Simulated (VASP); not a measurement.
# Ga (Pm-3m) in VASP: a series of runs

The runs below take Ga through single point, relaxation of cell and atoms, with PBE.

Everything below comes from runs of VASP 6.6.1. Logs are shortened: lines on timing, memory, paths and dates and some standing lists are left out, and cuts for length are marked.

### Step 1. The cell of the first run

It takes space group Pm-3m (No. 221, cubic). The conventional cell has a = 2.036 Å, b = 2.036 Å, c = 2.036 Å, α = 90.00°, β = 90.00°, γ = 90.00°. Ga (site symmetry m-3m) has 6 Ga at 2.04 Å within 2.7 Å.

This isn't the form of Ga at room conditions, which is orthorhombic.

### Step 2. Single point, PBE

INCAR reads:

```
SYSTEM = Ga
PREC = Accurate
ENCUT = 520
EDIFF = 1E-7
ISMEAR = -1
SIGMA = 0.05
LREAL = .FALSE.
LASPH = .TRUE.
NELM = 100
ALGO = Normal
ISIF = 2
LWAVE = .FALSE.
LCHARG = .FALSE.
GGA = PE
NBANDS = 12
```

KPOINTS reads:

```
Automatic mesh
0
G
  19 19 19
  0 0 0
```

POSCAR reads:

```
Ga
1.0
    2.0356559138      0.0000000000      0.0000000000
    0.0000000000      2.0356559138      0.0000000000
    0.0000000000      0.0000000000      2.0356559138
Ga
1
Direct
    0.0000000000      0.0000000000      0.0000000000
```

Potentials or basis: VASP PAW PBE potentials, release 64 (Ga_d).

Launch:

```bash
> cat potpaw_PBE.64/Ga_d/POTCAR > POTCAR
> mpirun -np 1 vasp_std > vasp.out
```

OUTCAR:

```text
SYSTEM = Ga
   PREC = Accurate
   ENCUT = 520
   EDIFF = 1E-7
   ISMEAR = -1
   LREAL = .FALSE.
   LASPH = .TRUE.
   NELM = 100
   ISIF = 2
   GGA = PE

 ion  position               nearest neighbor table
   1  0.000  0.000  0.000-

  LATTYP: Found a simple cubic cell.
 ALAT       =     2.0356559138

  Lattice vectors:

 A1 = (   2.0356559138,   0.0000000000,   0.0000000000)
 A2 = (   0.0000000000,   2.0356559138,   0.0000000000)
 A3 = (   0.0000000000,   0.0000000000,   2.0356559138)

Analysis of symmetry for initial positions (statically):
=====================================================================
 Subroutine PRICEL returns:
 Original cell was already a primitive cell.

 Routine SETGRP: Setting up the symmetry group for a
 simple cubic supercell.

 Subroutine GETGRP returns: Found 48 space group operations
 (whereof 48 operations were pure point group operations)
 out of a pool of 48 trial point group operations.

The static configuration has the point symmetry O_h .

Analysis of symmetry for dynamics (positions and initial velocities):
=====================================================================
 Subroutine PRICEL returns:
 Original cell was already a primitive cell.

 Routine SETGRP: Setting up the symmetry group for a
 simple cubic supercell.

 Subroutine GETGRP returns: Found 48 space group operations
 (whereof 48 operations were pure point group operations)
 out of a pool of 48 trial point group operations.

The dynamic configuration has the point symmetry O_h .

 Subroutine INISYM returns: Found 48 space group operations
 (whereof 48 operations are pure point group operations),
 and found     1 'primitive' translations

----------------------------------------------------------------------------------------

                                     Primitive cell

  volume of cell :       8.4355

  direct lattice vectors                    reciprocal lattice vectors
     2.035655914  0.000000000  0.000000000     0.491242156  0.000000000  0.000000000
     0.000000000  2.035655914  0.000000000     0.000000000  0.491242156  0.000000000
     0.000000000  0.000000000  2.035655914     0.000000000  0.000000000  0.491242156

  length of vectors
     2.035655914  2.035655914  2.035655914     0.491242156  0.491242156  0.491242156

  position of ions in fractional coordinates (direct lattice)
     0.000000000  0.000000000  0.000000000

  ion indices of the primitive-cell ions
   primitive index   ion index
                 1           1

----------------------------------------------------------------------------------------

 KPOINTS: Automatic mesh

Automatic generation of k-mesh.
 Grid dimensions read from file:
 generate k-points for:   19   19   19

 Generating k-lattice:

  Cartesian coordinates                     Fractional coordinates (reciprocal lattice)
     0.025854850  0.000000000  0.000000000     0.052631579  0.000000000  0.000000000
     0.000000000  0.025854850  0.000000000     0.000000000  0.052631579  0.000000000
     0.000000000  0.000000000  0.025854850     0.000000000  0.000000000  0.052631579

  Length of vectors
     0.025854850  0.025854850  0.025854850

  Shift w.r.t. Gamma in fractional coordinates (k-lattice)
     0.000000000  0.000000000  0.000000000

 Subroutine IBZKPT returns following result:
 ===========================================

 Found    220 irreducible k-points:

 Following reciprocal coordinates:
            Coordinates               Weight
  0.000000  0.000000  0.000000      1.000000
  0.052632  0.000000  0.000000      6.000000
  0.105263  0.000000  0.000000      6.000000
  0.157895  0.000000  0.000000      6.000000
  0.210526  0.000000  0.000000      6.000000
  0.263158  0.000000  0.000000      6.000000
[... 16 lines left out ...]
  0.263158  0.105263  0.000000     24.000000
  0.315789  0.105263  0.000000     24.000000
 [... further k-points ...]
   k-points           NKPTS =    220   k-points in BZ     NKDIM =    220   number of bands    NBANDS=     12
   number of dos      NEDOS =    301   number of ions     NIONS =      1
   total plane-waves  NPLWV =   4096
   dimension x,y,z NGX =    16 NGY =   16 NGZ =   16
   dimension x,y,z NGXF=    32 NGYF=   32 NGZF=   32
   ions per type =               1
   NGX,Y,Z   is equivalent  to a cutoff of  13.07, 13.07, 13.07 a.u.
   NGXF,Y,Z  is equivalent  to a cutoff of  26.13, 26.13, 26.13 a.u.
 SYSTEM =  Ga
   PREC   = accura    normal or accurate (medium, high low for compatibility)
   ISTART =      0    job   : 0-new  1-cont  2-samecut
   ICHARG =      2    charge: 1-file 2-atom 10-const
   ISPIN  =      1    spin polarized calculation?
   LNONCOLLINEAR =      F non collinear calculations
   LSORBIT =      F    spin-orbit coupling
   LASPH  =      T    aspherical Exc in radial PAW
   ENCUT  =  520.0 eV  38.22 Ry    6.18 a.u.   3.78  3.78  3.78*2*pi/ulx,y,z
   NELM   =    100;   NELMIN=  2; NELMDL= -5     # of ELM steps
[... 119 lines left out ...]
      3      -1.0114      2.00000
      4       0.0553      2.00000
      5       0.0553      2.00000
      6       0.4498      2.00000
      7      21.5884      0.00000
      8      34.5258      0.00000
      9      34.5258      0.00000
     10      37.2178      0.00000
     11      41.1448      0.00000
     12      53.1277      0.00000

 k-point     6 :       0.2632    0.0000    0.0000
  band No.  band energies     occupation
      1      -2.5379      2.00000
      2      -2.2402      2.00000
      3      -0.0982      2.00000
      4      -0.0982      2.00000
      5       0.0520      2.00000
      6       0.4631      2.00000
      7      18.7448      0.00000
      8      35.6508      0.00000
      9      35.6508      0.00000
     10      37.6199      0.00000
     11      41.4581      0.00000
     12      51.4907      0.00000

 k-point     7 :       0.3158    0.0000    0.0000
  band No.  band energies     occupation
      1      -2.4826      2.00000
      2      -2.0709      2.00000
      3      -0.2450      2.00000
      4      -0.2450      2.00000
      5       0.4762      2.00000
      6       1.3233      2.00000
      7      16.0589      1.99847
      8      36.9746      0.00000
      9      36.9746      0.00000
     10      38.0913      0.00000
     11      41.6922      0.00000
     12      49.6445      0.00000

 k-point     8 :       0.3684    0.0000    0.0000
  band No.  band energies     occupation
      1      -2.4346      2.00000
      2      -1.9229      2.00000
      3      -0.3698      2.00000
      4      -0.3698      2.00000
      5       0.4874      2.00000
      6       2.7761      2.00000
      7      13.5533      2.00000
      8      38.4586      0.00000
      9      38.4586      0.00000
     10      38.5973      0.00000
     11      41.8692      0.00000
     12      48.0869      0.00000
[... 166 lines left out ...]
 k-point    20 :       0.1053    0.1053    0.0000
  band No.  band energies     occupation
      1      -2.6345      2.00000
      2      -2.4364      2.00000
      3      -2.1612      2.00000
      4       0.2327      2.00000
      5       0.3133      2.00000
      6       0.3377      2.00000
      7      27.3996      0.00000
      8      28.8339      0.00000
      9      33.5007      0.00000
     10      38.3526      0.00000
     11      42.6821      0.00000
     12      47.3371      0.00000

 k-point    21 :       0.1579    0.1053    0.0000
  band No.  band energies     occupation
      1      -2.5705      2.00000
      2      -2.3089      2.00000
      3      -1.6281      2.00000
      4       0.1620      2.00000
      5       0.2076      2.00000
      6       0.3388      2.00000
      7      24.8461      0.00000
      8      28.8604      0.00000
      9      34.1580      0.00000
     10      38.7314      0.00000
     11      44.2207      0.00000
     12      49.3458      0.00000

 k-point    22 :       0.2105    0.1053    0.0000
  band No.  band energies     occupation
      1      -2.5016      2.00000
      2      -2.1676      2.00000
      3      -0.9636      2.00000
      4       0.0664      2.00000
      5       0.1902      2.00000
      6       0.3517      2.00000
      7      21.9262      0.00000
      8      29.5382      0.00000
      9      35.0581      0.00000
     10      39.1055      0.00000
     11      44.7942      0.00000
     12      49.6948      0.00000

 k-point    23 :       0.2632    0.1053    0.0000
  band No.  band energies     occupation
      1      -2.4340      2.00000
      2      -2.0077      2.00000
      3      -0.5952      2.00000
      4      -0.0852      2.00000
      5       0.3664      2.00000
      6       0.7314      2.00000
      7      19.0995      0.00000
      8      30.4420      0.00000
      9      36.1828      0.00000
     10      39.5227      0.00000
     11      44.4832      0.00000
     12      48.5486      0.00000

 k-point    24 :       0.3158    0.1053    0.0000
  band No.  band energies     occupation
      1      -2.3717      2.00000
      2      -1.8447      2.00000
      3      -0.6068      2.00000
      4      -0.2303      2.00000
      5       0.3807      2.00000
      6       1.8678      2.00000
      7      16.4173      1.00340
      8      31.5284      0.00000
      9      37.5088      0.00000
     10      39.9696      0.00000
     11      43.1521      0.00000
     12      48.2486      0.00000

 [... further k-points ...]
[... 5 lines left out ...]
  --------------------------------------------------------------------------------------
  -------------------------------------------------------------------------------------
  Total       17.6728128     17.6728128     17.6728128     -0.0000000     -0.0000000      0.0000000
  in kB     3356.6274902   3356.6274902   3356.6274902     -0.0000000     -0.0000000      0.0000000
  external PRESSURE =    3356.6274902 kB  Pullay stress =       0.0000000 kB

 VOLUME and BASIS-vectors are now :
 -----------------------------------------------------------------------------
  energy-cutoff  :      520.00
  volume of cell :        8.44
      direct lattice vectors                 reciprocal lattice vectors
     2.035655914  0.000000000  0.000000000     0.491242156  0.000000000  0.000000000
     0.000000000  2.035655914  0.000000000     0.000000000  0.491242156  0.000000000
     0.000000000  0.000000000  2.035655914     0.000000000  0.000000000  0.491242156

 POSITION                                       TOTAL-FORCE (eV/Angst)
 -----------------------------------------------------------------------------------
      0.00000      0.00000      0.00000         0.000000      0.000000      0.000000
 -----------------------------------------------------------------------------------
    total drift:                               -0.000000     -0.000000      0.000000

  FREE ENERGIE OF THE ION-ELECTRON SYSTEM (eV)
  ---------------------------------------------------
  free  energy   TOTEN  =         2.4962464004 eV

  energy  without entropy=        2.4985968225  energy(sigma->0) =        2.49742161
```

Wall time 20 s (1 thread of Intel Xeon 8259CL, shared host); peak memory 0.13 GiB.

Results:

```yaml
Free_energy: 2.4962 eV
Pressure: 335.7 GPa
Band_gap_on_the_k_mesh: zero (an odd number of electrons rules out a gap without spin polarisation)
```

Caveat: the cell stands under pressure.

### Step 3. Single point, PBE

INCAR reads:

```
  PREC = Accurate
  ENCUT = 520
  EDIFF = 1E-6
  ISMEAR = -1
  SIGMA = 0.05
  LREAL = F
  LASPH = T
  NELM = 80
  ALGO = Normal
  ISIF = 2
  LWAVE = F
  LCHARG = F
  GGA = PE
  NBANDS = 12
```

KPOINTS reads:

```
regular mesh
0
Gamma
  19 19 19
```

POSCAR reads:

```
Ga
1.0
    2.0358488708      0.0000000000      0.0000000000
    0.0000000000      2.0358488708      0.0000000000
    0.0000000000      0.0000000000      2.0358488708
Ga
1
Direct
    0.0000000000      0.0000000000      0.0000000000
```

Potentials or basis: VASP PAW PBE potentials, release 64 (Ga_d).

Launch:

```bash
> cat potpaw_PBE.64/Ga_d/POTCAR > POTCAR
> mpirun -np 1 vasp_std > vasp.out
```

Wall time 21 s (1 thread of Intel Xeon 8259CL, shared host); peak memory 0.13 GiB.

The run converged. Its results:

```
Free energy            : 2.4912 eV
Pressure               : 335.3 GPa
Band gap on the k mesh : zero (an odd number of electrons rules out a gap without spin polarisation)
```

Levels at points of the mesh, in eV from the Fermi level:
```
           k point  band 2  band 3  band 4  band 5  band 6  band 7  band 8  band 9  band 10  band 11
(0.00, 0.00, 0.00)  -19.14  -19.14  -16.00  -16.00  -16.00   16.01   16.01   16.01    20.07    20.07
```

Caveat: the cell stands under pressure.

### Step 4. Relaxation of cell and atoms, PBE, target pressure 330 GPa, at which the enthalpy is minimised

This run uses another cell than the first one, of 8.19 Å³/atom.

INCAR reads:

```
SYSTEM = Ga
ALGO     = Normal         ! electronic algorithm
EDIFF    = 1E-6           ! SCF threshold, eV
EDIFFG   = -0.005         ! ionic threshold
ENCUT    = 600            ! plane-wave cutoff, eV
GGA      = PE             ! functional
IBRION   = 2              ! ionic algorithm
ISIF     = 3              ! what is computed and relaxed
ISMEAR   = -1             ! smearing method
LASPH    = .TRUE.         ! aspherical terms in the spheres
LCHARG   = .FALSE.        ! write CHGCAR
LREAL    = .FALSE.        ! projectors in reciprocal space
LWAVE    = .FALSE.        ! write WAVECAR
NELM     = 100            ! most SCF steps
NSW      = 60             ! ionic steps
PREC     = Accurate       ! precision mode
PSTRESS  = 3300.0       
SIGMA    = 0.05           ! smearing width, eV
```

KPOINTS reads:

```
k-points
0
G
  19 19 19
  0 0 0
```

POSCAR reads:

```
Ga
1.0
    2.0157253456      0.0000000000      0.0000000000
    0.0000000000      2.0157253456      0.0000000000
    0.0000000000      0.0000000000      2.0157253456
Ga
1
Direct
    0.0000000000      0.0000000000      0.0000000000
```

Launch:

```bash
> cat potpaw_PBE.64/Ga_d/POTCAR > POTCAR
> mpirun -np 1 vasp_std > vasp.out
```

Run time: 99 s. Hardware: 1 thread of Intel Xeon 8259CL, shared host; peak memory 0.15 GiB.

It converged, with:

- Free energy: 2.4150 eV
- Relaxed volume: 8.47 Å³/atom
- Relaxed cell: a = 2.039 Å, b = 2.039 Å, c = 2.039 Å, α = 90.00°, β = 90.00°, γ = 90.00°
- Space group after relaxing (to 0.1 Å): Pm-3m (No. 221)
- Energy change on relaxing (the run minimises the enthalpy): -623.2 meV/atom
- Ionic steps: 7
- Pressure after relaxing: 329.9 GPa
- Band gap on the k mesh: zero (an odd number of electrons rules out a gap without spin polarisation)

Step by step:
```tsv
step	energy change (eV)	largest force (eV/Å)	pressure (GPa)	volume (Å³)
1	0.0000	0.0000	372.91	8.19
2	-3.9553	0.0000	120.28	11.07
3	-0.7265	0.0000	322.63	8.53
4	-0.6217	0.0000	330.34	8.47
5	-0.6335	0.0000	329.35	8.48
6	-0.5613	0.0000	334.39	8.44
7	-0.6232	0.0000	329.91	8.47
```

Final structure:
```xyz
1
Lattice="2.0388 0.0000 0.0000 0.0000 2.0388 0.0000 0.0000 0.0000 2.0388" Properties=species:S:1:pos:R:3 pbc="T T T"
Ga    0.0000    0.0000    0.0000
```

Levels at points of the mesh, in eV from the Fermi level:
| k point | band 4 | band 5 | band 6 | band 7 | band 8 | band 9 |
| --- | --- | --- | --- | --- | --- | --- |
| (0.00, 0.00, 0.00) | -15.98 | -15.98 | -15.98 | 15.97 | 15.97 | 15.97 |

Caveat: the cell is relaxed towards a set pressure, so the run minimises the enthalpy, not the energy.

### Step 5. Relaxation of cell and atoms, PBE, target pressure 330 GPa, at which the enthalpy is minimised

INCAR reads:

```
SYSTEM = Ga
  ALGO = Normal
  EDIFF = 1E-6
  EDIFFG = -0.005
  ENCUT = 600
  GGA = PE
  IBRION = 2
  ISIF = 3
  ISMEAR = -1
  LASPH = .TRUE.
  LCHARG = .FALSE.
  LREAL = .FALSE.
  LWAVE = .FALSE.
  NELM = 80
  NSW = 32
  PREC = Accurate
  PSTRESS = 3300.0
  SIGMA = 0.05
```

KPOINTS is that of step 4.

POSCAR reads:

```
Ga
1.0
    2.0356559138      0.0000000000      0.0000000000
    0.0000000000      2.0356559138      0.0000000000
    0.0000000000      0.0000000000      2.0356559138
Ga
1
Direct
    0.0000000000      0.0000000000      0.0000000000
```

Launch:

```bash
> cat potpaw_PBE.64/Ga_d/POTCAR > POTCAR
> mpirun -np 1 vasp_std > vasp.out
```

It took 47 s on 1 thread of Intel Xeon 8259CL, shared host; peak memory 0.14 GiB.

The run converged. Its results:

```yaml
Free_energy: 2.4134 eV
Relaxed_volume: 8.48 Å³/atom
Relaxed_cell: a = 2.039 Å, b = 2.039 Å, c = 2.039 Å, α = 90.00°, β = 90.00°, γ = 90.00°
Space_group_after_relaxing_to_0.1_Å: Pm-3m (No. 221)
Energy_change_on_relaxing_the_run_minimises_the_enthalpy: -82.7 meV/atom
Ionic_steps: 5
Pressure_after_relaxing: 330.0 GPa
Band_gap_on_the_k_mesh: zero (an odd number of electrons rules out a gap without spin polarisation)
```

The path:
```csv
step,energy change (eV),largest force (eV/Å),pressure (GPa),volume (Å³)
1,0.0000,0.0000,335.57,8.44
2,-0.7055,0.0000,288.50,8.80
3,-0.0829,0.0000,329.88,8.48
4,-0.0811,0.0000,330.28,8.47
5,-0.0827,0.0000,330.00,8.48
```

Final structure:
```cif
data_structure
_symmetry_space_group_name_H-M 'P 1'
_symmetry_Int_Tables_number 1
_cell_length_a 2.0389
_cell_length_b 2.0389
_cell_length_c 2.0389
_cell_angle_alpha 90.000
_cell_angle_beta 90.000
_cell_angle_gamma 90.000
_cell_volume 8.48
loop_
_atom_site_label
_atom_site_type_symbol
_atom_site_fract_x
_atom_site_fract_y
_atom_site_fract_z
_atom_site_occupancy
Ga1 Ga 0.00000 0.00000 0.00000 1
```

Levels at points of the mesh, in eV from the Fermi level:
| k point | band 3 | band 4 | band 5 | band 6 | band 7 | band 8 | band 9 | band 10 |
| --- | --- | --- | --- | --- | --- | --- | --- | --- |
| (0.00, 0.00, 0.00) | -19.09 | -15.98 | -15.98 | -15.98 | 15.97 | 15.97 | 15.97 | 20.01 |

Caveat: the cell is relaxed towards a set pressure, so the run minimises the enthalpy, not the energy.

### Step 6. The runs side by side

| task | cell | cutoff (eV) | gap on the mesh (eV) | pressure (GPa) |
| --- | --- | --- | --- | --- |
| single point | a = 2.036 Å, 1 atom | 520 | none | 335.3 |
| relaxation of cell and atoms | relaxed to 330 GPa from a = 2.016 Å, 1 atom | 600 | none | 329.9 |
| relaxation of cell and atoms | relaxed to 330 GPa from a = 2.036 Å, 1 atom | 600 | none | 330.0 |

Alike in all rows: level PBE; potentials or basis VASP PAW PBE potentials, release 64 (Ga_d); no spin polarisation; k mesh 19 × 19 × 19; smearing fermi-dirac 0.05 eV.

Caveats: the cell is relaxed towards a set pressure, so the run minimises the enthalpy, not the energy (at least some runs); the cell stands under pressure (at least some runs).

Total energies depend on the potentials used, so only differences within one code and one set of settings carry meaning.
